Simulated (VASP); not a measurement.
# Ti (P6_3/mmc) in VASP: further runs, part 2 of 2

VASP 6.6.1. The steps go on from the part before.

## 3. Single point, PBE (strain -0.080 along x and y, +0.080 along z)

INCAR reads:

```
SYSTEM = Ti
PREC     = Accurate       ! precision mode
ENCUT    = 520            ! plane-wave cutoff, eV
EDIFF    = 1E-7           ! SCF threshold, eV
ISMEAR   = 0              ! smearing method
SIGMA    = 0.15           ! smearing width, eV
LREAL    = .False.        ! projectors in reciprocal space
LASPH    = .True.         ! aspherical terms in the spheres
NELM     = 80             ! most SCF steps
ALGO     = Fast           ! electronic algorithm
ISIF     = 2              ! what is computed and relaxed
LWAVE    = .False.        ! write WAVECAR
LCHARG   = .False.        ! write CHGCAR
GGA      = PE             ! functional
NBANDS   = 19             ! bands
```

KPOINTS reads:

```
Automatic mesh
0
Gamma
  24 24 14
  0 0 0
```

POSCAR reads:

```
Ti
1.0
    2.7033814164      0.0000000000      0.0000000000
   -1.3516907082      2.3411969827      0.0000000000
    0.0000000000      0.0000000000      5.0226847358
Ti
2
Direct
    0.3333333333      0.6666666667      0.2500000000
    0.6666666667      0.3333333333      0.7500000000
```

Potentials or basis: VASP PAW PBE potentials, release 64 (Ti_sv).

Started as:

```bash
$ cat potpaw_PBE.64/Ti_sv/POTCAR > POTCAR
$ mpirun -np 1 vasp_std > vasp.out
```

OUTCAR:

```text
SYSTEM = Ti
   PREC = Accurate
   ENCUT = 520
   EDIFF = 1E-7
   ISMEAR = 0
   LREAL = .False.
   LASPH = .True.
   NELM = 80
   ISIF = 2
   GGA = PE

 ion  position               nearest neighbor table
   1  0.333  0.667  0.250-
   2  0.667  0.333  0.750-

  LATTYP: Found a hexagonal cell.
 ALAT       =     2.7033814164
 C/A-ratio  =     1.8579267821

  Lattice vectors:

 A1 = (   2.7033814164,   0.0000000000,   0.0000000000)
[... 717 lines left out ...]

------------------------ aborting loop because EDIFF is reached ----------------------------------------

  FORCE on cell =-STRESS in cart. coord.  units (eV):
  Direction    XX          YY          ZZ          XY          YZ          ZX
  --------------------------------------------------------------------------------------
  -------------------------------------------------------------------------------------
  Total        3.1132209      3.1132209      0.1648062      0.0000000      0.0000000      0.0000000
  in kB      156.9059188    156.9059188      8.3062126      0.0000000      0.0000000      0.0000000
  external PRESSURE =     107.3726834 kB  Pullay stress =       0.0000000 kB

 VOLUME and BASIS-vectors are now :
 -----------------------------------------------------------------------------
  energy-cutoff  :      520.00
  volume of cell :       31.79
      direct lattice vectors                 reciprocal lattice vectors
     2.703381416  0.000000000  0.000000000     0.369907107  0.213565968  0.000000000
    -1.351690708  2.341196983  0.000000000     0.000000000  0.427131936  0.000000000
     0.000000000  0.000000000  5.022684736     0.000000000  0.000000000  0.199096709

 POSITION                                       TOTAL-FORCE (eV/Angst)
 -----------------------------------------------------------------------------------
     -0.00000      1.56080      1.25567         0.000000     -0.000000      0.000000
      1.35169      0.78040      3.76701        -0.000000      0.000000      0.000000
 -----------------------------------------------------------------------------------
    total drift:                               -0.000000      0.000000     -0.000000

  FREE ENERGIE OF THE ION-ELECTRON SYSTEM (eV)
  ---------------------------------------------------
  free  energy   TOTEN  =       -15.4032506765 eV

  energy  without entropy=      -15.3776348656  energy(sigma->0) =      -15.39044277
```

It took 9 min on 1 thread of AMD EPYC 9R45 (Zen 5), shared host; peak memory 0.31 GiB.

Results:

* Free energy: -15.4033 eV
* Pressure: 10.7 GPa
* Band gap on the k mesh: zero (bands 12 and 13 overlap by 0.36 eV)

Caveat: the cell differs from its parent crystal (strain -0.080 along x and y, +0.080 along z); the cell stands under pressure.

## 4. Single point, PBE (strain +0.000 along x and y, -0.080 along z)

INCAR reads:

```
SYSTEM = Ti
  PREC = Accurate
  ENCUT = 520
  EDIFF = 1E-7
  ISMEAR = 0
  SIGMA = 0.15
  LREAL = .FALSE.
  LASPH = .TRUE.
  NELM = 100
  ALGO = Fast
  ISIF = 2
  LWAVE = .FALSE.
  LCHARG = .FALSE.
  GGA = PE
  NBANDS = 19
```

KPOINTS reads:

```
regular mesh
0
G
  24 24 14
  0 0 0
```

POSCAR reads:

```
Ti
1.0
    2.9384580613      0.0000000000      0.0000000000
   -1.4692290306      2.5447793290      0.0000000000
    0.0000000000      0.0000000000      4.2785832934
Ti
2
Direct
    0.3333333333      0.6666666667      0.2500000000
    0.6666666667      0.3333333333      0.7500000000
```

Started as:

```bash
$ cat potpaw_PBE.64/Ti_sv/POTCAR > POTCAR
$ mpirun -np 1 vasp_std > vasp.out
```

It took 9.7 min on 1 thread of AMD EPYC 9R45 (Zen 5), shared host; peak memory 0.32 GiB.

Results (log left out):

| Item | Value |
| --- | --- |
| Free energy | -15.5391 eV |
| Pressure | 10.7 GPa |
| Band gap on the k mesh | zero (bands 12 and 13 overlap by 1.16 eV) |

Stress tensor (GPa, compression positive):
```
 7.31  0.00  0.00
 0.00  7.31  0.00
 0.00  0.00 17.50
```

Levels at points of the mesh, in eV from the Fermi level:
```csv
k point,band 10,band 11,band 12,band 13,band 14,band 15
"(0.00, 0.00, 0.00)",-2.92,0.67,0.67,1.31,1.31,1.41
"(0.50, 0.00, 0.00)",-2.50,-1.93,-0.84,0.06,1.07,1.67
"(0.00, 0.00, 0.50)",-4.22,0.40,0.40,0.40,0.40,0.46
"(0.50, 0.00, 0.50)",-2.74,-0.73,-0.73,1.52,1.52,1.62
```

Caveat: the cell differs from its parent crystal (strain +0.000 along x and y, -0.080 along z); the cell stands under pressure.

## 5. Single point, PBE (strain -0.040 along x and y, +0.000 along z)

INCAR reads:

```
SYSTEM = Ti
  ALGO = Fast
  EDIFF = 1E-7
  ENCUT = 520
  GGA = PE
  ISIF = 2
  ISMEAR = 0
  LASPH = .True.
  LCHARG = .False.
  LREAL = .False.
  LWAVE = .False.
  NBANDS = 19
  NELM = 60
  PREC = Accurate
  SIGMA = 0.15
```

KPOINTS reads:

```
k-points
0
Gamma
  24 24 14
  0 0 0
```

POSCAR reads:

```
Ti
1.0
    2.8209197388      0.0000000000      0.0000000000
   -1.4104598694      2.4429881559      0.0000000000
    0.0000000000      0.0000000000      4.6506340146
Ti
2
Direct
    0.3333333333      0.6666666667      0.2500000000
    0.6666666667      0.3333333333      0.7500000000
```

Started as:

```bash
$ cat potpaw_PBE.64/Ti_sv/POTCAR > POTCAR
$ mpirun -np 1 vasp_std > vasp.out
```

It took 12 min on 1 thread of AMD EPYC 9R45 (Zen 5), shared host; peak memory 0.32 GiB.

It converged, with:

```
Free energy            : -15.5903 eV
Pressure               : 10.1 GPa
Band gap on the k mesh : zero (bands 12 and 13 overlap by 1.00 eV)
```

Stress tensor (GPa, compression positive):
```
11.70  0.00  0.00
 0.00 11.70  0.00
 0.00  0.00  6.87
```

Levels at points of the mesh, in eV from the Fermi level:
```tsv
k point	band 8	band 9	band 10	band 11	band 12	band 13	band 14	band 15	band 16	band 17
(0.00, 0.00, 0.00)	-32.43	-6.38	-2.89	0.64	0.69	0.88	0.88	1.37	1.37	2.00
(0.50, 0.00, 0.00)	-32.54	-2.41	-2.37	-2.10	-0.36	0.55	0.72	1.15	3.87	3.88
(0.00, 0.00, 0.50)	-32.48	-4.50	-4.50	-0.08	-0.08	0.84	0.84	0.84	0.84	3.11
(0.50, 0.00, 0.50)	-32.64	-2.76	-2.76	-0.99	-0.99	1.62	1.62	2.02	2.02	3.99
```

Caveat: the cell differs from its parent crystal (strain -0.040 along x and y, +0.000 along z); the cell stands under pressure.

## 6. Single point, PBE (strain +0.000 along x and y, -0.040 along z)

INCAR reads:

```
SYSTEM = Ti
  PREC = Accurate
  ENCUT = 520
  EDIFF = 1E-6
  ISMEAR = 0
  SIGMA = 0.15
  LREAL = .False.
  LASPH = .True.
  NELM = 60
  ALGO = Fast
  ISIF = 2
  LWAVE = .False.
  LCHARG = .False.
  GGA = PE
  NBANDS = 19
```

KPOINTS reads:

```
Automatic mesh
0
Gamma
  24 24 14
  0 0 0
```

POSCAR reads:

```
Ti
1.0
    2.9384580613      0.0000000000      0.0000000000
   -1.4692290306      2.5447793290      0.0000000000
    0.0000000000      0.0000000000      4.4646086540
Ti
2
Direct
    0.3333333333      0.6666666667      0.2500000000
    0.6666666667      0.3333333333      0.7500000000
```

Potentials or basis: VASP PAW PBE potentials, release 64 (Ti_sv).

Started as:

```bash
$ cat potpaw_PBE.64/Ti_sv/POTCAR > POTCAR
$ mpirun -np 1 vasp_std > vasp.out
```

It took 8.2 min on 1 thread of AMD EPYC 9R45 (Zen 5), shared host; peak memory 0.33 GiB.

Results (log left out):

| Quantity | Value |
| --- | --- |
| Free energy | -15.6503 eV |
| Pressure | 4.1 GPa |
| Band gap on the k mesh | zero (bands 12 and 13 overlap by 1.21 eV) |

Stress tensor (GPa, compression positive):
```
2.44 0.00 0.00
0.00 2.44 0.00
0.00 0.00 7.32
```

Levels at points of the mesh, in eV from the Fermi level:
```csv
k point,band 9,band 10,band 11,band 12,band 13,band 14,band 15,band 16
"(0.00, 0.00, 0.00)",-6.31,-2.79,0.73,0.73,1.17,1.29,1.33,1.33
"(0.50, 0.00, 0.00)",-2.45,-2.32,-1.90,-0.75,0.27,0.82,1.40,3.34
"(0.00, 0.00, 0.50)",-4.30,-4.30,0.25,0.25,0.55,0.55,0.55,0.55
"(0.50, 0.00, 0.50)",-2.65,-2.65,-0.78,-0.78,1.40,1.40,1.67,1.67
```

Caveat: the cell differs from its parent crystal (strain +0.000 along x and y, -0.040 along z); the cell stands under pressure.

## 7. Overview

| cell | further INCAR settings | gap on the mesh (eV) | pressure (GPa) |
| --- | --- | --- | --- |
| a = 2.938, b = 2.938, c = 5.023 Å, angles 90.0, 90.0, 120.0°, 2 atoms | ALGO = Fast; EDIFF = 1e-06; NBANDS = 19 | none | -7.6 |
| a = 2.703, b = 2.703, c = 5.023 Å, angles 90.0, 90.0, 120.0°, 2 atoms | ALGO = Fast; EDIFF = 1e-07; NBANDS = 19 | none | 10.7 |
| a = 2.938, b = 2.938, c = 4.279 Å, angles 90.0, 90.0, 120.0°, 2 atoms | ALGO = Fast; EDIFF = 1e-07; NBANDS = 19 | none | 10.7 |
| a = 2.821, b = 2.821, c = 4.651 Å, angles 90.0, 90.0, 120.0°, 2 atoms | ALGO = Fast; EDIFF = 1e-07; NBANDS = 19 | none | 10.1 |
| a = 2.938, b = 2.938, c = 4.465 Å, angles 90.0, 90.0, 120.0°, 2 atoms | ALGO = Fast; EDIFF = 1e-06; NBANDS = 19 | none | 4.1 |

Alike in all rows: task single point; level PBE; potentials or basis VASP PAW PBE potentials, release 64 (Ti_sv); no spin polarisation; k mesh 24 × 24 × 14; cutoff (eV) 520; smearing gaussian 0.15 eV.

Caveats: the cell stands under pressure (at least some runs); the cell stands under tension (at least some runs).

Absolute energies hang on the potentials; compare differences alone.
